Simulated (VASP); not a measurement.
# KTaO3 in VASP: notebook, part 2 of 2

VASP 6.6.1.

## 5. Single point, PBEsol (volume 11.647 Å^3 an atom, c/a of the conventional cell 1.0410)

INCAR reads:

```
SYSTEM = KTaO3
  ALGO = Normal
  EDIFF = 1E-7
  ENCUT = 520
  GGA = PS
  ISIF = 2
  ISMEAR = 0
  LASPH = .TRUE.
  LCHARG = .FALSE.
  LREAL = .FALSE.
  LWAVE = .FALSE.
  NBANDS = 27
  NELM = 80
  PREC = Accurate
  SIGMA = 0.05
```

KPOINTS reads:

```
k-points
0
G
  8 8 8
  0 0 0
```

POSCAR reads:

```
KTaO3
1.0
    3.8245274595      0.0000000000      0.0000000000
    0.0000000000      3.8245274595      0.0000000000
    0.0000000000      0.0000000000      3.9813330853
K Ta O
1 1 3
Direct
    0.5000000000      0.5000000000      0.5000000000
    0.0000000000      0.0000000000      0.0000000000
    0.5000000000      0.0000000000      0.0000000000
    0.0000000000      0.5000000000      0.0000000000
    0.0000000000      0.0000000000      0.5000000000
```

Potentials or basis: VASP PAW PBE potentials, release 64 (K_sv, Ta_pv, O).

Command:

```console
cat potpaw_PBE.64/K_sv/POTCAR potpaw_PBE.64/Ta_pv/POTCAR potpaw_PBE.64/O/POTCAR > POTCAR
mpirun -np 1 vasp_std > vasp.out
```

OUTCAR:

```text
SYSTEM = KTaO3
   EDIFF = 1E-7
   ENCUT = 520
   GGA = PS
   ISIF = 2
   ISMEAR = 0
   LASPH = .TRUE.
   LREAL = .FALSE.
   NELM = 80
   PREC = Accurate

 ion  position               nearest neighbor table
   1  0.500  0.500  0.500-   5 2.70   5 2.70   5 2.70   5 2.70   4 2.76   3 2.76   4 2.76   3 2.76
                             4 2.76   3 2.76   4 2.76   3 2.76   2 3.36   2 3.36   2 3.36   2 3.36
   2  0.000  0.000  0.000-   3 1.91   4 1.91   4 1.91   3 1.91   5 1.99   5 1.99   1 3.36   1 3.36
                             1 3.36   1 3.36   1 3.36   1 3.36   1 3.36   1 3.36
   3  0.500  0.000  0.000-   2 1.91   2 1.91   1 2.76   1 2.76   1 2.76   1 2.76
   4  0.000  0.500  0.000-   2 1.91   2 1.91   1 2.76   1 2.76   1 2.76   1 2.76
   5  0.000  0.000  0.500-   2 1.99   2 1.99   1 2.70   1 2.70   1 2.70   1 2.70

  LATTYP: Found a simple tetragonal cell.
 ALAT       =     3.8245274595
 C/A-ratio  =     1.0410000000

  Lattice vectors:

 A1 = (   3.8245274595,   0.0000000000,   0.0000000000)
 A2 = (   0.0000000000,   3.8245274595,   0.0000000000)
 A3 = (   0.0000000000,   0.0000000000,   3.9813330853)

Analysis of symmetry for initial positions (statically):
=====================================================================
 Subroutine PRICEL returns:
 Original cell was already a primitive cell.

 Routine SETGRP: Setting up the symmetry group for a
 simple tetragonal supercell.

 Subroutine GETGRP returns: Found 16 space group operations
 (whereof 16 operations were pure point group operations)
 out of a pool of 16 trial point group operations.

The static configuration has the point symmetry D_4h.

Analysis of symmetry for dynamics (positions and initial velocities):
=====================================================================
 Subroutine PRICEL returns:
 Original cell was already a primitive cell.

 Routine SETGRP: Setting up the symmetry group for a
 simple tetragonal supercell.

 Subroutine GETGRP returns: Found 16 space group operations
 (whereof 16 operations were pure point group operations)
 out of a pool of 16 trial point group operations.

The dynamic configuration has the point symmetry D_4h.

 Subroutine INISYM returns: Found 16 space group operations
 (whereof 16 operations are pure point group operations),
 and found     1 'primitive' translations

----------------------------------------------------------------------------------------

                                     Primitive cell

  volume of cell :      58.2350

  direct lattice vectors                    reciprocal lattice vectors
     3.824527460  0.000000000  0.000000000     0.261470211  0.000000000  0.000000000
     0.000000000  3.824527460  0.000000000     0.000000000  0.261470211  0.000000000
     0.000000000  0.000000000  3.981333085     0.000000000  0.000000000  0.251172152

  length of vectors
     3.824527460  3.824527460  3.981333085     0.261470211  0.261470211  0.251172152

  position of ions in fractional coordinates (direct lattice)
     0.500000000  0.500000000  0.500000000
     0.000000000  0.000000000  0.000000000
     0.500000000  0.000000000  0.000000000
     0.000000000  0.500000000  0.000000000
     0.000000000  0.000000000  0.500000000

[... 24 lines left out ...]
     0.032683776  0.032683776  0.031396519

  Shift w.r.t. Gamma in fractional coordinates (k-lattice)
     0.000000000  0.000000000  0.000000000

 Subroutine IBZKPT returns following result:
 ===========================================

 Found     75 irreducible k-points:

 Following reciprocal coordinates:
            Coordinates               Weight
  0.000000  0.000000  0.000000      1.000000
  0.125000  0.000000  0.000000      4.000000
  0.250000  0.000000  0.000000      4.000000
  0.375000  0.000000  0.000000      4.000000
  0.500000  0.000000  0.000000      2.000000
  0.125000  0.125000  0.000000      4.000000
[... 16 lines left out ...]
  0.375000  0.125000  0.125000     16.000000
  0.500000  0.125000  0.125000      8.000000
 [... further k-points ...]
   k-points           NKPTS =     75   k-points in BZ     NKDIM =     75   number of bands    NBANDS=     27
   number of dos      NEDOS =    301   number of ions     NIONS =      5
   total plane-waves  NPLWV =  23520
   dimension x,y,z NGX =    28 NGY =   28 NGZ =   30
   dimension x,y,z NGXF=    56 NGYF=   56 NGZF=   60
   ions per type =               1   1   3
   NGX,Y,Z   is equivalent  to a cutoff of  12.17, 12.17, 12.53 a.u.
   NGXF,Y,Z  is equivalent  to a cutoff of  24.34, 24.34, 25.05 a.u.
 SYSTEM =  KTaO3
   PREC   = accura    normal or accurate (medium, high low for compatibility)
   ISTART =      0    job   : 0-new  1-cont  2-samecut
   ICHARG =      2    charge: 1-file 2-atom 10-const
   ISPIN  =      1    spin polarized calculation?
   LNONCOLLINEAR =      F non collinear calculations
   LSORBIT =      F    spin-orbit coupling
   LASPH  =      T    aspherical Exc in radial PAW
   ENCUT  =  520.0 eV  38.22 Ry    6.18 a.u.   7.11  7.11  7.40*2*pi/ulx,y,z
   NELM   =     80;   NELMIN=  2; NELMDL= -5     # of ELM steps
   EDIFF  = 0.1E-06   stopping-criterion for ELM
   LREAL  =      F    real-space projection
   EDIFFG = 0.1E-05   stopping-criterion for IOM
   NSW    =      0    number of steps for IOM
   IBRION =     -1    ionic relax: 0-MD 1-quasi-New 2-CG
   NFREE  =      0    steps in history (QN), initial steepest desc. (CG)
   ISIF   =      2    stress and relaxation
   ISYM   =      2    0-nonsym 1-usesym 2-fastsym
   POTIM  = 0.5000    time-step for ionic-motion
   TEBEG  =    0.0;   TEEND  =   0.0 temperature during run
   PSTRESS=    0.0 pullay stress
   NELECT =      38.0000    total number of electrons
   NUPDOWN=      -1.0000    fix difference up-down
   EMIN   =  10.00;   EMAX   =-10.00  energy-range for DOS
   EFERMI =   0.00;   METHOD = LEGACY
   ISMEAR =     0;   SIGMA  =   0.05  broadening in eV -4-tet -1-fermi 0-gaus
   EFERMI_NEDOS =   21; number of points for ismear=-14 and -15
   IALGO  =     38    algorithm
   IMIX   =      4    mixing-type and parameters
     AMIX     =   0.40;   BMIX     =  1.00
     AMIX_MAG =   1.60;   BMIX_MAG =  1.00
  volume/ion in A,a.u.               =      11.65        78.60
  Fermi-wavevector in a.u.,A,eV,Ry     =   1.419955  2.683326 27.433060  2.016273
  Thomas-Fermi vector in A             =   2.540921
   LORBIT       =      0    0 simple, 1 ext, 2 COOP (PROOUT), +10 PAW based schemes
   GGA     = PS    functional components
   LHFCALC =     F    Hartree Fock is set to
   AEXX    =    0.0000 exact exchange contribution
   IVDW    =     0    specifies the selected vdW correction
   LEPSILON=     F    determine dielectric tensor
   LRPA    =     F    only Hartree local field effects (RPA)
 non-spin polarized calculation
 Gauss-broadening in eV      SIGMA  =   0.05
  energy-cutoff  :      520.00
  volume of cell :       58.24
 maximum number of plane-waves:      1588
   NGX = 15   NGY = 15   NGZ = 15

 number of electron      37.9999993 magnetization

 Free energy of the ion-electron system (eV)
  ---------------------------------------------------
  ext. energy  EPLUGINS =         0.00000000
  ---------------------------------------------------
  free energy    TOTEN  =       -42.48501388 eV

  energy without entropy =      -42.48501388  energy(sigma->0) =      -42.48501388

 E-fermi :   2.6269     XC(G=0): -11.5966

 val. band max:        2.2915412903   @ k =   0.5000   0.5000   0.5000
 cond. band min:       4.4997000083   @ k =   0.0000   0.0000   0.0000
 fundamental gap:      2.2081587180
 Fermi energy:         2.6269158957

 k-point     1 :       0.0000    0.0000    0.0000
  band No.  band energies     occupation
      1     -31.4561      2.00000
      2     -31.4561      2.00000
      3     -31.3582      2.00000
      4     -24.7899      2.00000
      5     -15.6187      2.00000
      6     -14.9954      2.00000
[... 709 lines left out ...]
     26      12.3975      0.00000
     27      13.1251      0.00000

 [... further k-points ...]
[... 5 lines left out ...]
  --------------------------------------------------------------------------------------
  -------------------------------------------------------------------------------------
  Total       10.5834729     10.5834729      3.1629753      0.0000000      0.0000000      0.0000000
  in kB      291.1754166    291.1754166     87.0206454      0.0000000      0.0000000      0.0000000
  external PRESSURE =     223.1238262 kB  Pullay stress =       0.0000000 kB

 VOLUME and BASIS-vectors are now :
 -----------------------------------------------------------------------------
  energy-cutoff  :      520.00
  volume of cell :       58.24
      direct lattice vectors                 reciprocal lattice vectors
     3.824527460  0.000000000  0.000000000     0.261470211  0.000000000  0.000000000
     0.000000000  3.824527460  0.000000000     0.000000000  0.261470211  0.000000000
     0.000000000  0.000000000  3.981333085     0.000000000  0.000000000  0.251172152

 POSITION                                       TOTAL-FORCE (eV/Angst)
 -----------------------------------------------------------------------------------
      1.91226      1.91226      1.99067         0.000000      0.000000      0.000000
      0.00000      0.00000      0.00000         0.000000      0.000000      0.000000
      1.91226      0.00000      0.00000         0.000000      0.000000      0.000000
      0.00000      1.91226      0.00000         0.000000      0.000000      0.000000
      0.00000      0.00000      1.99067         0.000000      0.000000      0.000000
 -----------------------------------------------------------------------------------
    total drift:                                0.000000      0.000000     -0.000000

  FREE ENERGIE OF THE ION-ELECTRON SYSTEM (eV)
  ---------------------------------------------------
  free  energy   TOTEN  =       -42.4850138754 eV

  energy  without entropy=      -42.4850138754  energy(sigma->0) =      -42.48501388
```

OSZICAR:

```text
N       E                     dE             d eps       ncg     rms          rms(c)
DAV:   1     0.325731939419E+03    0.32573E+03   -0.20961E+04  4050   0.143E+03
DAV:   2    -0.310429062803E+02   -0.35677E+03   -0.34512E+03  4759   0.414E+02
DAV:   3    -0.494356912129E+02   -0.18393E+02   -0.18306E+02  5660   0.912E+01
DAV:   4    -0.500690877748E+02   -0.63340E+00   -0.63223E+00  6772   0.107E+01
DAV:   5    -0.500719145584E+02   -0.28268E-02   -0.28264E-02  5325   0.748E-01    0.406E+01
DAV:   6    -0.426900150592E+02    0.73819E+01   -0.29514E+01  4903   0.390E+01    0.164E+01
DAV:   7    -0.425547276321E+02    0.13529E+00   -0.13888E+00  5367   0.779E+00    0.108E+01
DAV:   8    -0.424952105888E+02    0.59517E-01   -0.25625E-01  4670   0.415E+00    0.240E+00
DAV:   9    -0.424854724614E+02    0.97381E-02   -0.26631E-02  5232   0.116E+00    0.241E-01
DAV:  10    -0.424849806216E+02    0.49184E-03   -0.56380E-03  5572   0.517E-01    0.112E-01
DAV:  11    -0.424849994910E+02   -0.18869E-04   -0.29729E-04  5598   0.124E-01    0.309E-02
DAV:  12    -0.424850139188E+02   -0.14428E-04   -0.31337E-05  5598   0.400E-02    0.178E-02
DAV:  13    -0.424850141225E+02   -0.20366E-06   -0.20051E-06  5808   0.961E-03    0.679E-03
DAV:  14    -0.424850139624E+02    0.16012E-06   -0.70733E-07  5296   0.632E-03    0.159E-03
DAV:  15    -0.424850138754E+02    0.86987E-07   -0.10096E-07  3591   0.207E-03
   1 F= -.42485014E+02 E0= -.42485014E+02  d E =-.346418E-23
```

Run time: 1.9 min. Hardware: 1 thread of Intel Xeon Platinum 8259CL at 2.50GHz (Skylake/Cascade Lake), shared host; peak memory 0.24 GiB.

What came out:

- Free energy: -42.4850 eV
- Pressure: 22.3 GPa
- Band gap on the k mesh: 2.21 eV, indirect (least direct gap 2.74 eV)

Levels at points of the mesh, in eV from the valence-band top:
```csv
k point,band 17,band 18,band 19,band 20,band 21,band 22
"(0.00, 0.00, 0.00)",-0.62,-0.53,-0.53,2.21,2.21,2.27
"(0.50, 0.00, 0.00)",-1.73,-0.86,-0.76,2.44,5.75,5.75
"(0.50, 0.50, 0.00)",-1.28,-1.28,-0.08,5.80,5.80,7.31
"(0.00, 0.00, 0.50)",-1.86,-0.84,-0.84,2.44,5.17,5.17
"(0.50, 0.00, 0.50)",-1.70,-1.43,-0.08,5.23,5.78,6.91
"(0.50, 0.50, 0.50)",-0.05,0.00,0.00,7.13,7.13,7.51
```

Caveat: the PAW data sets were made with another functional, which shifts forces and pressure a little; spin-orbit coupling is left out, which moves the levels of the heavy elements. A k mesh can miss the band edges.

## 6. Single point, PBEsol (volume 11.985 Å^3 an atom, c/a of the conventional cell 1.0410)

INCAR reads:

```
  PREC = Accurate
  ENCUT = 520
  EDIFF = 1E-6
  ISMEAR = 0
  SIGMA = 0.05
  LREAL = False
  LASPH = True
  NELM = 60
  ALGO = Normal
  ISIF = 2
  LWAVE = False
  LCHARG = False
  GGA = PS
  NBANDS = 27
```

KPOINTS reads:

```
Automatic mesh
0
Gamma
  8 8 8
```

POSCAR, as its differences from that of step 5:

```diff
@@ -2,5 +2,5 @@
 1.0
-    3.8245274595      0.0000000000      0.0000000000
-    0.0000000000      3.8245274595      0.0000000000
-    0.0000000000      0.0000000000      3.9813330853
+    3.8611716109      0.0000000000      0.0000000000
+    0.0000000000      3.8611716109      0.0000000000
+    0.0000000000      0.0000000000      4.0194796469
 K Ta O
```

Potentials or basis: VASP PAW PBE potentials, release 64 (K_sv, Ta_pv, O).

Command:

```console
cat potpaw_PBE.64/K_sv/POTCAR potpaw_PBE.64/Ta_pv/POTCAR potpaw_PBE.64/O/POTCAR > POTCAR
mpirun -np 1 vasp_std > vasp.out
```

Wall time 1.7 min (1 thread of Intel Xeon Platinum 8375C at 2.90GHz (Ice Lake), shared host); peak memory 0.25 GiB.

It converged, with:

| Item | Value |
| --- | --- |
| Free energy | -42.6794 eV |
| Pressure | 14.3 GPa |
| Band gap on the k mesh | 2.16 eV, indirect (least direct gap 2.72 eV) |

Stress tensor (GPa, compression positive):
```
20.37  0.00  0.00
 0.00 20.37  0.00
 0.00  0.00  2.12
```

Levels at points of the mesh, in eV from the valence-band top:
```
           k point  band 17  band 18  band 19  band 20  band 21  band 22
(0.00, 0.00, 0.00)    -0.64    -0.56    -0.56     2.16     2.16     2.22
(0.50, 0.00, 0.00)    -1.65    -0.88    -0.78     2.37     5.54     5.54
(0.50, 0.50, 0.00)    -1.26    -1.26    -0.09     5.59     5.59     7.05
(0.00, 0.00, 0.50)    -1.79    -0.88    -0.88     2.37     4.98     4.98
(0.50, 0.00, 0.50)    -1.67    -1.53    -0.07     5.04     5.57     6.67
(0.50, 0.50, 0.50)    -0.05     0.00     0.00     6.86     6.86     7.22
```

Caveat: the PAW data sets were made with another functional, which shifts forces and pressure a little; spin-orbit coupling is left out, which moves the levels of the heavy elements. A k mesh can miss the band edges.

## 7. The runs side by side

```tsv
cell	gap on the mesh (eV)	pressure (GPa)
a = 4.055 Å, 5 atoms	1.98	-8.8
a = 4.089 Å, 5 atoms	1.93	-12.7
a = 3.928, b = 3.928, c = 3.774 Å, 5 atoms	2.18	22.3
a = 3.825, b = 3.825, c = 3.981 Å, 5 atoms	2.21	22.3
a = 3.861, b = 3.861, c = 4.019 Å, 5 atoms	2.16	14.3
```

Alike in all rows: task single point; level PBEsol; potentials or basis VASP PAW PBE potentials, release 64 (K_sv, Ta_pv, O); no spin polarisation; k mesh 8 × 8 × 8; cutoff (eV) 520; smearing gaussian 0.05 eV.

Caveats: the PAW data sets were made with another functional, which shifts forces and pressure a little; spin-orbit coupling is left out, which moves the levels of the heavy elements.

Absolute energies hang on the potentials; compare differences alone.
